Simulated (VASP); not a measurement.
The system is Ge.

```
Ge
1.0
     3.00765    0.00000    0.00000
    -1.50383    2.60470    0.00000
     0.00000    0.00000    4.91150
Ge
2
Cartesian
  0.0000 1.7365 1.2279
  1.5038 0.8682 3.6836
```

This isn't the form of Ge at room conditions, which is diamond.

```yaml
Program: VASP 6.6.1
Task: relaxation of cell and atoms
Functional: r2SCAN
Potentials_or_basis: VASP PAW PBE potentials, release 64 (Ge_d)
Cutoff: 600 eV
k_mesh: 12 × 12 × 7
Occupations: fermi-dirac, width 0.1 eV
Spin: no spin polarisation
```

At the start: pressure -2.0 GPa; volume 19.24 Å³/atom.

Problem. Where does the relaxation end?

Solution. Over 8 steps the energy falls by 11.4 meV/atom and the volume is 18.72 Å³/atom (-2.7 %); space group P6_3/mmc (No. 194, to 0.1 Å) before and after.

The path:
| step | energy change (eV) | largest force (eV/Å) | pressure (GPa) | volume (Å³) |
| --- | --- | --- | --- | --- |
| 1 | 0.0000 | 0.0000 | -1.95 | 38.48 |
| 2 | -0.0145 | 0.0000 | 0.21 | 37.18 |
| 3 | -0.0150 | 0.0000 | 0.66 | 36.95 |
| 4 | -0.0203 | 0.0000 | 0.63 | 37.04 |
| 5 | -0.0221 | 0.0000 | 0.61 | 37.14 |
| 6 | -0.0223 | 0.0000 | 0.62 | 37.12 |
| 7 | -0.0228 | 0.0000 | -0.26 | 37.59 |
| 8 | -0.0229 | 0.0000 | 0.03 | 37.44 |

Final structure:
```cif
data_structure
_symmetry_space_group_name_H-M 'P 1'
_symmetry_Int_Tables_number 1
_cell_length_a 3.0336
_cell_length_b 3.0336
_cell_length_c 4.6978
_cell_angle_alpha 90.000
_cell_angle_beta 90.000
_cell_angle_gamma 120.000
_cell_volume 37.44
loop_
_atom_site_label
_atom_site_type_symbol
_atom_site_fract_x
_atom_site_fract_y
_atom_site_fract_z
_atom_site_occupancy
Ge1 Ge 0.33333 0.66667 0.25000 1
Ge2 Ge 0.66667 0.33333 0.75000 1
```

Caveat: the PAW data sets were made with another functional, which shifts forces and pressure a little.
